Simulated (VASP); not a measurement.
# SiC (zincblende type) (F-43m) in VASP: further runs

Runs on SiC (zincblende type). Level: PBEsol. Tasks: single point.

Program: VASP 6.6.1. These are calculated values, not measurements. Logs are shortened: lines on timing, memory, paths and dates and some standing lists are left out, and cuts for length are marked.

## (1) The cell of the first run

It takes space group F-43m (No. 216, cubic). Conventional cell: a = 3.570 Å, b = 3.570 Å, c = 3.570 Å, α = 90.00°, β = 90.00°, γ = 90.00°. Within 2.1 Å of Si (site symmetry -43m) lie 4 C at 1.55 Å. Within 2.1 Å of C (site symmetry -43m) lie 4 Si at 1.55 Å.

## (2) Single point, PBEsol (volume scaled by 0.55)

File INCAR:

```
  PREC = Accurate
  ENCUT = 520
  EDIFF = 1E-7
  ISMEAR = -1
  SIGMA = 0.1
  LREAL = False
  LASPH = True
  NELM = 80
  ALGO = Normal
  ISIF = 2
  LWAVE = False
  LCHARG = True
  GGA = PS
  LELF = True
  LVHAR = True
  NBANDS = 11
```

File KPOINTS:

```
regular mesh
0
Gamma
  15 15 15
```

File POSCAR:

```
SiC
1.0
    0.0000000000      1.7848109696      1.7848109696
    1.7848109696      0.0000000000      1.7848109696
    1.7848109696      1.7848109696      0.0000000000
Si C
1 1
Direct
    0.0000000000      0.0000000000      0.0000000000
    0.2500000000      0.2500000000      0.2500000000
```

Potentials or basis: VASP PAW PBE potentials, release 64 (Si, C).

Started as:

```sh
$ cat potpaw_PBE.64/Si/POTCAR potpaw_PBE.64/C/POTCAR > POTCAR
$ mpirun -np 1 vasp_std > vasp.out
```

OUTCAR:

```text
PREC = Accurate
   ENCUT = 520
   EDIFF = 1E-7
   ISMEAR = -1
   LREAL = False
   LASPH = True
   NELM = 80
   ISIF = 2
   GGA = PS

 ion  position               nearest neighbor table
   1  0.000  0.000  0.000-   2 1.55   2 1.55   2 1.55   2 1.55
   2  0.250  0.250  0.250-   1 1.55   1 1.55   1 1.55   1 1.55

  LATTYP: Found a face centered cubic cell.
 ALAT       =     3.5696219392

  Lattice vectors:

 A1 = (   0.0000000000,   1.7848109696,   1.7848109696)
 A2 = (   1.7848109696,   0.0000000000,   1.7848109696)
 A3 = (   1.7848109696,   1.7848109696,   0.0000000000)

Analysis of symmetry for initial positions (statically):
=====================================================================
 Subroutine PRICEL returns:
 Original cell was already a primitive cell.

 Routine SETGRP: Setting up the symmetry group for a
 face centered cubic supercell.

 Subroutine GETGRP returns: Found 24 space group operations
 (whereof 24 operations were pure point group operations)
 out of a pool of 48 trial point group operations.

The static configuration has the point symmetry T_d .

Analysis of symmetry for dynamics (positions and initial velocities):
=====================================================================
 Subroutine PRICEL returns:
 Original cell was already a primitive cell.

 Routine SETGRP: Setting up the symmetry group for a
 face centered cubic supercell.

 Subroutine GETGRP returns: Found 24 space group operations
 (whereof 24 operations were pure point group operations)
 out of a pool of 48 trial point group operations.

The dynamic configuration has the point symmetry T_d .

 Subroutine INISYM returns: Found 24 space group operations
 (whereof 24 operations are pure point group operations),
 and found     1 'primitive' translations

----------------------------------------------------------------------------------------

                                     Primitive cell

  volume of cell :      11.3712

  direct lattice vectors                    reciprocal lattice vectors
     0.000000000  1.784810970  1.784810970    -0.280141712  0.280141712  0.280141712
     1.784810970  0.000000000  1.784810970     0.280141712 -0.280141712  0.280141712
     1.784810970  1.784810970  0.000000000     0.280141712  0.280141712 -0.280141712

  length of vectors
     2.524103879  2.524103879  2.524103879     0.485219678  0.485219678  0.485219678
[... 80 lines left out ...]
   NELM   =     80;   NELMIN=  2; NELMDL= -5     # of ELM steps
   EDIFF  = 0.1E-06   stopping-criterion for ELM
   LREAL  =      F    real-space projection
   EDIFFG = 0.1E-05   stopping-criterion for IOM
   NSW    =      0    number of steps for IOM
   IBRION =     -1    ionic relax: 0-MD 1-quasi-New 2-CG
   NFREE  =      0    steps in history (QN), initial steepest desc. (CG)
   ISIF   =      2    stress and relaxation
   ISYM   =      2    0-nonsym 1-usesym 2-fastsym
   POTIM  = 0.5000    time-step for ionic-motion
   TEBEG  =    0.0;   TEEND  =   0.0 temperature during run
   PSTRESS=    0.0 pullay stress
   NELECT =       8.0000    total number of electrons
   NUPDOWN=      -1.0000    fix difference up-down
   EMIN   =  10.00;   EMAX   =-10.00  energy-range for DOS
   EFERMI =   0.00;   METHOD = LEGACY
   ISMEAR =    -1;   SIGMA  =   0.10  broadening in eV -4-tet -1-fermi 0-gaus
   EFERMI_NEDOS =   21; number of points for ismear=-14 and -15
   IALGO  =     38    algorithm
   IMIX   =      4    mixing-type and parameters
     AMIX     =   0.40;   BMIX     =  1.00
     AMIX_MAG =   1.60;   BMIX_MAG =  1.00
  volume/ion in A,a.u.               =       5.69        38.37
  Fermi-wavevector in a.u.,A,eV,Ry     =   1.456026  2.751491 28.844529  2.120013
  Thomas-Fermi vector in A             =   2.572993
   LORBIT       =      0    0 simple, 1 ext, 2 COOP (PROOUT), +10 PAW based schemes
   GGA     = PS    functional components
   LHFCALC =     F    Hartree Fock is set to
   AEXX    =    0.0000 exact exchange contribution
   IVDW    =     0    specifies the selected vdW correction
   LEPSILON=     F    determine dielectric tensor
   LRPA    =     F    only Hartree local field effects (RPA)
 non-spin polarized calculation
  energy-cutoff  :      520.00
  volume of cell :       11.37
 maximum number of plane-waves:       331
   NGX =  9   NGY =  9   NGZ =  9

 number of electron       7.9999999 magnetization

 Free energy of the ion-electron system (eV)
  ---------------------------------------------------
  ext. energy  EPLUGINS =         0.00000000
  ---------------------------------------------------
  free energy    TOTEN  =        -8.61567049 eV

  energy without entropy =       -8.61508773  energy(sigma->0) =       -8.61537911

 E-fermi :  16.7602     XC(G=0): -14.2992

 val. band max:       16.3640171052   @ k =  -0.0667   0.0667   0.0000
 cond. band min:      16.9115325416   @ k =   0.4667   0.4667   0.0000
 fundamental gap:      0.5475154364
 Fermi energy:        16.7602443077

 k-point     1 :       0.0000    0.0000    0.0000
  band No.  band energies     occupation
      1      -4.5103      2.00000
      2      16.3162      1.97668
      3      16.3162      1.97668
      4      16.3162      1.97668
      5      29.2555      0.00000
      6      29.2555      0.00000
      7      29.2555      0.00000
      8      30.1736      0.00000
      9      35.0778      0.00000
     10      35.0778      0.00000
     11      39.4841      0.00000
[... 309 lines left out ...]
 k-point    24 :       0.2000    0.1333    0.0000
  band No.  band energies     occupation
      1      -3.3029      2.00000
      2      13.7960      2.00000
      3      14.9340      2.00000
      4      15.4058      2.00000
      5      26.0590      0.00000
      6      27.7487      0.00000
      7      31.4257      0.00000
      8      31.4529      0.00000
      9      33.9389      0.00000
     10      35.9347      0.00000
     11      40.5533      0.00000

 [... further k-points ...]
[... 5 lines left out ...]
  --------------------------------------------------------------------------------------
  -------------------------------------------------------------------------------------
  Total       28.3496261     28.3496261     28.3496261     -0.0000000      0.0000000     -0.0000000
  in kB     3994.3971502   3994.3971502   3994.3971502     -0.0000000      0.0000000     -0.0000000
  external PRESSURE =    3994.3971502 kB  Pullay stress =       0.0000000 kB

 VOLUME and BASIS-vectors are now :
 -----------------------------------------------------------------------------
  energy-cutoff  :      520.00
  volume of cell :       11.37
      direct lattice vectors                 reciprocal lattice vectors
     0.000000000  1.784810970  1.784810970    -0.280141712  0.280141712  0.280141712
     1.784810970  0.000000000  1.784810970     0.280141712 -0.280141712  0.280141712
     1.784810970  1.784810970  0.000000000     0.280141712  0.280141712 -0.280141712

 POSITION                                       TOTAL-FORCE (eV/Angst)
 -----------------------------------------------------------------------------------
      0.00000      0.00000      0.00000         0.000000      0.000000      0.000000
      0.89241      0.89241      0.89241        -0.000000     -0.000000     -0.000000
 -----------------------------------------------------------------------------------
    total drift:                                0.000000      0.000000     -0.000000

  FREE ENERGIE OF THE ION-ELECTRON SYSTEM (eV)
  ---------------------------------------------------
  free  energy   TOTEN  =        -8.6156704897 eV

  energy  without entropy=       -8.6150877346  energy(sigma->0) =       -8.61537911
```

stdout:

```text
POSCAR found type information on POSCAR SiC
 POSCAR found :  2 types and       2 ions
 scaLAPACK will be used
 -----------------------------------------------------------------------------
|                                                                             |
|                                                                             |
|     You enforced a specific xc type in the INCAR file but a different       |
|     I HOPE YOU KNOW WHAT YOU ARE DOING!                                     |
|                                                                             |
 -----------------------------------------------------------------------------

 LDA part: xc-table for (Slater+PW92), standard interpolation
 POSCAR, INCAR and KPOINTS ok, starting setup
 FFT: planning ... GRIDC
 FFT: planning ... GRID_SOFT
 FFT: planning ... GRID
 WAVECAR not read
 entering main loop
```

Wall time 8.7 s (1 thread of Intel Xeon Platinum 8559C (Emerald Rapids), shared host); peak memory 0.13 GiB.

Results:

* Free energy: -8.6157 eV
* Pressure: 399.4 GPa
* Band gap on the k mesh: 0.55 eV, indirect (least direct gap 4.77 eV)

Caveat: the cell differs from its parent crystal (volume scaled by 0.55); the PAW data sets were made with another functional, which shifts forces and pressure a little.

## (3) Single point, PBEsol

This run uses another cell than the first one, of 10.34 Å³/atom, 1.818 times its volume.

File INCAR:

```
SYSTEM = SiC
PREC     = Accurate       ! precision mode
ENCUT    = 520            ! plane-wave cutoff, eV
EDIFF    = 1E-6           ! SCF threshold, eV
ISMEAR   = -1             ! smearing method
SIGMA    = 0.1            ! smearing width, eV
LREAL    = .False.        ! projectors in reciprocal space
LASPH    = .True.         ! aspherical terms in the spheres
NELM     = 100            ! most SCF steps
ALGO     = Normal         ! electronic algorithm
ISIF     = 2              ! what is computed and relaxed
LWAVE    = .False.        ! write WAVECAR
LCHARG   = .False.        ! write CHGCAR
GGA      = PS             ! functional
NBANDS   = 11             ! bands
```

File KPOINTS:

```
Automatic mesh
0
Gamma
  15 15 15
  0 0 0
```

File POSCAR:

```
SiC
1.0
    0.0000000000      2.1784018475      2.1784018475
    2.1784018475      0.0000000000      2.1784018475
    2.1784018475      2.1784018475      0.0000000000
Si C
1 1
Direct
    0.0000000000      0.0000000000      0.0000000000
    0.2500000000      0.2500000000      0.2500000000
```

Potentials or basis: VASP PAW PBE potentials, release 64 (Si, C).

Started as:

```sh
$ cat potpaw_PBE.64/Si/POTCAR potpaw_PBE.64/C/POTCAR > POTCAR
$ mpirun -np 1 vasp_std > vasp.out
```

Run time: 9 s. Hardware: 1 thread of Intel Xeon Platinum 8559C (Emerald Rapids), shared host; peak memory 0.15 GiB.

It converged, with:

| Quantity | Value |
| --- | --- |
| Free energy | -15.9151 eV |
| Pressure | 0.4 GPa |
| Band gap on the k mesh | 1.29 eV, indirect (least direct gap 4.47 eV) |

Levels at points of the mesh, in eV from the valence-band top:
| k point | band 1 | band 2 | band 3 | band 4 | band 5 | band 6 | band 7 | band 8 |
| --- | --- | --- | --- | --- | --- | --- | --- | --- |
| (0.00, 0.00, 0.00) | -15.43 | 0.00 | 0.00 | 0.00 | 6.20 | 7.25 | 7.25 | 7.25 |

Caveat: the PAW data sets were made with another functional, which shifts forces and pressure a little. A k mesh can miss the band edges.
